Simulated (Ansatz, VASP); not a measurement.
LuHg in VASP and in Ansatz

```xyz
2
Lattice="3.5709 0.0000 0.0000 0.0000 3.5709 0.0000 0.0000 0.0000 3.6070" Properties=species:S:1:pos:R:3 pbc="T T T"
Lu    1.7855    1.7855    1.8035
Hg    0.0000    0.0000    0.0000
```

Change from the starting cell: equal xx and yy strain of -1 %, crystal datasets.

Alike in both runs: task electric field gradients; functional LDA; k mesh 10 × 10 × 10; occupations fermi-dirac, width 0.05 eV; no spin polarisation.

|  | VASP | Ansatz |
| --- | --- | --- |
| version | VASP 6.6.1 | Ansatz 0.2.0 |
| potentials or method | VASP PAW PBE potentials, release 64 (Lu, Hg), cutoff 520 eV | all-electron PAW with datasets made for the crystal, scalar-relativistic |

```tsv
	VASP	Ansatz	Ansatz less VASP
pressure (GPa)	-2.1	-2.7	-0.60
traceless stress, the component that is largest in VASP (GPa)	-0.31	-0.31	0.000
size of Vzz on the site where it differs most (V/Å²)	4.2	3.2	-0.98
```

VASP's potentials were made for PBE, not for LDA. LDA's correlation is that of Perdew and Zunger in VASP and of Perdew and Wang (1992) in Ansatz. Ansatz ran all-electron here, and VASP with PAW potentials.

Spin-orbit coupling is off throughout.
